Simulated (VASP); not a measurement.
Runs of VASP 6.6.1 on Cu. The structure is that of space group Fm-3m (No. 225), or close to it. The cells are those of the table. 

```csv
task,cell,k mesh,cutoff (eV),smearing,ions in elastic constants,gap on the mesh (eV),pressure (GPa),relaxed volume (Å³/atom)
single point,"a = 2.581 Å, angles 60.0°, 1 atom",8 × 8 × 8,520,gaussian 0.1 eV,-,none,(a),-
single point,"a = 2.566 Å, angles 60.0°, 1 atom",20 × 20 × 20,520,gaussian 0.1 eV,-,none,0.7,-
single point,"a = 2.566 Å, angles 60.0°, 1 atom",20 × 20 × 20,520,fermi-dirac 0.15 eV,-,none,0.7,-
relaxation of cell and atoms,"relaxed from a = 2.566 Å, angles 60.0°, 1 atom",20 × 20 × 20,600,fermi-dirac 0.15 eV,-,none,0.0,12.02
relaxation of cell and atoms,"relaxed from a = 2.581 Å, angles 60.0°, 1 atom",20 × 20 × 20,600,gaussian 0.1 eV,-,none,0.0,12.01
```

Alike in all rows: level PBE; potentials or basis VASP PAW PBE potentials, release 64 (Cu); no spin polarisation.

Fill in the values left out.

(a) -1.0.

Caveats: some runs use coarse meshes.

A gap of «none» marks levels without a gap at the run's occupations.
